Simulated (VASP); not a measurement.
# N in VASP: single point with PBE

Aim: the single point of N with PBE.

Program: VASP 6.6.1. These are calculated values, not measurements. Logs are shortened: lines on timing, memory, paths and dates and some standing lists are left out, and cuts for length are marked.

### 1 The cell of the first run

The cell holds a molecule in a box, 1 atom: a = 15.000 Å, b = 15.500 Å, c = 16.000 Å, α = 90.00°, β = 90.00°, γ = 90.00°.

### 2 Single point, PBE, collinear spin, ferromagnetic start

Input file INCAR:

```
ALGO = Normal ; EDIFF = 1E-6
ENCUT = 520 ; GGA = PE
ISIF = 2 ; ISMEAR = 0
ISPIN = 2 ; ISYM = 0
LASPH = True ; LCHARG = False
LORBIT = 11 ; LREAL = False
LWAVE = False ; MAGMOM = 3
NBANDS = 12 ; NELM = 150
PREC = Accurate ; SIGMA = 0.005
```

Input file KPOINTS:

```
k-points
0
Gamma
  1 1 1
```

Input file POSCAR:

```
N
1.0
   15.0000000000      0.0000000000      0.0000000000
    0.0000000000     15.5000000000      0.0000000000
    0.0000000000      0.0000000000     16.0000000000
N
1
Direct
    0.5000000000      0.5000000000      0.5000000000
```

Potentials or basis: VASP PAW PBE potentials, release 64 (N).

Run with:

```console
> cat potpaw_PBE.64/N/POTCAR > POTCAR
> mpirun -np 1 vasp_gam > vasp.out
```

OUTCAR:

```text
EDIFF = 1E-6
   ENCUT = 520
   GGA = PE
   ISIF = 2
   ISMEAR = 0
   ISPIN = 2
   ISYM = 0
   LASPH = True
   LORBIT = 11
   LREAL = False
   NELM = 150
   PREC = Accurate

 ion  position               nearest neighbor table
   1  0.500  0.500  0.500-

IMPORTANT INFORMATION: All symmetrisations will be switched off!
NOSYMM: (Re-)initialisation of all symmetry stuff for point group C_1.

----------------------------------------------------------------------------------------

                                     Primitive cell

  volume of cell :    3720.0000

  direct lattice vectors                    reciprocal lattice vectors
    15.000000000  0.000000000  0.000000000     0.066666667  0.000000000  0.000000000
     0.000000000 15.500000000  0.000000000     0.000000000  0.064516129  0.000000000
     0.000000000  0.000000000 16.000000000     0.000000000  0.000000000  0.062500000

  length of vectors
    15.000000000 15.500000000 16.000000000     0.066666667  0.064516129  0.062500000

  position of ions in fractional coordinates (direct lattice)
     0.500000000  0.500000000  0.500000000

  ion indices of the primitive-cell ions
   primitive index   ion index
                 1           1

----------------------------------------------------------------------------------------

 KPOINTS: k-points

Automatic generation of k-mesh.
 Grid dimensions read from file:
 generate k-points for:    1    1    1

 Generating k-lattice:

  Cartesian coordinates                     Fractional coordinates (reciprocal lattice)
     0.066666667  0.000000000  0.000000000     1.000000000  0.000000000  0.000000000
     0.000000000  0.064516129  0.000000000     0.000000000  1.000000000  0.000000000
     0.000000000  0.000000000  0.062500000     0.000000000  0.000000000  1.000000000

  Length of vectors
     0.066666667  0.064516129  0.062500000

  Shift w.r.t. Gamma in fractional coordinates (k-lattice)
     0.000000000  0.000000000  0.000000000

 Subroutine IBZKPT returns following result:
 ===========================================

 Found      1 irreducible k-points:

 Following reciprocal coordinates:
            Coordinates               Weight
  0.000000  0.000000  0.000000      1.000000
   k-points           NKPTS =      1   k-points in BZ     NKDIM =      1   number of bands    NBANDS=     12
   number of dos      NEDOS =    301   number of ions     NIONS =      1
   total plane-waves  NPLWV = ******
   dimension x,y,z NGX =   112 NGY =  120 NGZ =  120
   dimension x,y,z NGXF=   224 NGYF=  240 NGZF=  240
   ions per type =               1
   NGX,Y,Z   is equivalent  to a cutoff of  12.41, 12.87, 12.47 a.u.
   NGXF,Y,Z  is equivalent  to a cutoff of  24.83, 25.74, 24.94 a.u.
 SYSTEM =  unknown system
   PREC   = accura    normal or accurate (medium, high low for compatibility)
   ISTART =      0    job   : 0-new  1-cont  2-samecut
   ICHARG =      2    charge: 1-file 2-atom 10-const
   ISPIN  =      2    spin polarized calculation?
   LNONCOLLINEAR =      F non collinear calculations
   LSORBIT =      F    spin-orbit coupling
   LASPH  =      T    aspherical Exc in radial PAW
   ENCUT  =  520.0 eV  38.22 Ry    6.18 a.u.  27.89 28.82 29.75*2*pi/ulx,y,z
   NELM   =    150;   NELMIN=  2; NELMDL= -5     # of ELM steps
   EDIFF  = 0.1E-05   stopping-criterion for ELM
   LREAL  =      F    real-space projection
   EDIFFG = 0.1E-04   stopping-criterion for IOM
   NSW    =      0    number of steps for IOM
   IBRION =     -1    ionic relax: 0-MD 1-quasi-New 2-CG
   NFREE  =      0    steps in history (QN), initial steepest desc. (CG)
   ISIF   =      2    stress and relaxation
   ISYM   =      0    0-nonsym 1-usesym 2-fastsym
   POTIM  = 0.5000    time-step for ionic-motion
   TEBEG  =    0.0;   TEEND  =   0.0 temperature during run
   PSTRESS=    0.0 pullay stress
   NELECT =       5.0000    total number of electrons
   NUPDOWN=      -1.0000    fix difference up-down
   EMIN   =  10.00;   EMAX   =-10.00  energy-range for DOS
   EFERMI =   0.00;   METHOD = LEGACY
   ISMEAR =     0;   SIGMA  =   0.01  broadening in eV -4-tet -1-fermi 0-gaus
   EFERMI_NEDOS =   21; number of points for ismear=-14 and -15
   IALGO  =     38    algorithm
   IMIX   =      4    mixing-type and parameters
     AMIX     =   0.40;   BMIX     =  1.00
     AMIX_MAG =   1.60;   BMIX_MAG =  1.00
  volume/ion in A,a.u.               =    3720.00     25103.80
  Fermi-wavevector in a.u.,A,eV,Ry     =   0.180669  0.341415  0.444112  0.032641
  Thomas-Fermi vector in A             =   0.906350
   LORBIT       =     11    0 simple, 1 ext, 2 COOP (PROOUT), +10 PAW based schemes
   GGA     = PE    functional components
   LHFCALC =     F    Hartree Fock is set to
   AEXX    =    0.0000 exact exchange contribution
   IVDW    =     0    specifies the selected vdW correction
   LEPSILON=     F    determine dielectric tensor
   LRPA    =     F    only Hartree local field effects (RPA)
 spin polarized calculation
 Gauss-broadening in eV      SIGMA  =   0.01
  energy-cutoff  :      520.00
  volume of cell :     3720.00
 maximum number of plane-waves:     50071
 NGX is ok and might be reduce to   112
   NGX = 55   NGY = 57   NGZ = 59

 number of electron       4.9999999 magnetization       2.9999998

 Free energy of the ion-electron system (eV)
  ---------------------------------------------------
  ext. energy  EPLUGINS =         0.00000000
  ---------------------------------------------------
  free energy    TOTEN  =        -3.12396397 eV

  energy without entropy =       -3.12396397  energy(sigma->0) =       -3.12396397

 E-fermi :  -8.2415     XC(G=0):  -0.1298

 val. band max:       -8.2744147271   @ k =   0.0000   0.0000   0.0000
 cond. band min:      -4.1063483561   @ k =   0.0000   0.0000   0.0000
 fundamental gap:      4.1680663710
 Fermi energy:        -8.2415027216

 spin component 1

 k-point     1 :       0.0000    0.0000    0.0000
  band No.  band energies     occupation
      1     -19.8562      1.00000
      2      -8.2744      1.00000
      3      -8.2744      1.00000
      4      -8.2744      1.00000
      5      -0.3171      0.00000
      6       0.2323      0.00000
      7       0.4645      0.00000
      8       0.4933      0.00000
      9       0.5254      0.00000
     10       0.5811      0.00000
     11       0.6279      0.00000
     12       1.0210      0.00000
 Fermi energy:        -8.2415027216

 spin component 2

 k-point     1 :       0.0000    0.0000    0.0000
  band No.  band energies     occupation
      1     -15.2791      1.00000
      2      -4.1063      0.00000
      3      -4.1063      0.00000
      4      -4.1063      0.00000
      5      -0.0311      0.00000
      6       0.5243      0.00000
      7       0.5813      0.00000
      8       0.5995      0.00000
      9       0.6178      0.00000
     10       0.6473      0.00000
     11       0.6585      0.00000
     12       1.1754      0.00000

------------------------ aborting loop because EDIFF is reached ----------------------------------------

  FORCE on cell =-STRESS in cart. coord.  units (eV):
  Direction    XX          YY          ZZ          XY          YZ          ZX
  --------------------------------------------------------------------------------------
  -------------------------------------------------------------------------------------
  Total       -0.0165599     -0.0168924     -0.0166202     -0.0000000      0.0000000     -0.0000000
  in kB       -0.0071322     -0.0072754     -0.0071582     -0.0000000      0.0000000     -0.0000000
  external PRESSURE =      -0.0071886 kB  Pullay stress =       0.0000000 kB

 VOLUME and BASIS-vectors are now :
 -----------------------------------------------------------------------------
  energy-cutoff  :      520.00
  volume of cell :     3720.00
      direct lattice vectors                 reciprocal lattice vectors
    15.000000000  0.000000000  0.000000000     0.066666667  0.000000000  0.000000000
     0.000000000 15.500000000  0.000000000     0.000000000  0.064516129  0.000000000
     0.000000000  0.000000000 16.000000000     0.000000000  0.000000000  0.062500000

 POSITION                                       TOTAL-FORCE (eV/Angst)
 -----------------------------------------------------------------------------------
      7.50000      7.75000      8.00000         0.000001      0.000000     -0.000000
 -----------------------------------------------------------------------------------
    total drift:                                0.000001      0.000000     -0.000000

  FREE ENERGIE OF THE ION-ELECTRON SYSTEM (eV)
  ---------------------------------------------------
  free  energy   TOTEN  =        -3.1239639719 eV

  energy  without entropy=       -3.1239639719  energy(sigma->0) =       -3.12396397

 total charge

# of ion       s       p       d       tot
------------------------------------------
    1        1.364   1.907   0.000   3.271

 magnetization (x)

# of ion       s       p       d       tot
------------------------------------------
    1        0.039   1.907   0.000   1.946
```

Wall time 6.9 min (1 thread of Intel Xeon Platinum 8375C at 2.90GHz (Ice Lake), shared host); peak memory 3.3 GiB.

Results:

```yaml
Free_energy: -3.1240 eV
Gap_between_the_frontier_levels: 4.17 eV
Net_moment: 3.00 μB per cell
Site_moments: N +1.95 μB
Valence_electrons_inside_the_program's_atomic_spheres: N 3.27
```

Levels at points of the mesh, in eV from the valence-band top:
Spin up:
| k point | band 1 | band 2 | band 3 | band 4 | band 5 | band 6 | band 7 | band 8 |
| --- | --- | --- | --- | --- | --- | --- | --- | --- |
| (0.00, 0.00, 0.00) | -11.58 | 0.00 | 0.00 | 0.00 | 7.96 | 8.51 | 8.74 | 8.77 |
Spin down:
| k point | band 1 | band 2 | band 3 | band 4 | band 5 |
| --- | --- | --- | --- | --- | --- |
| (0.00, 0.00, 0.00) | -7.00 | 4.17 | 4.17 | 4.17 | 8.24 |
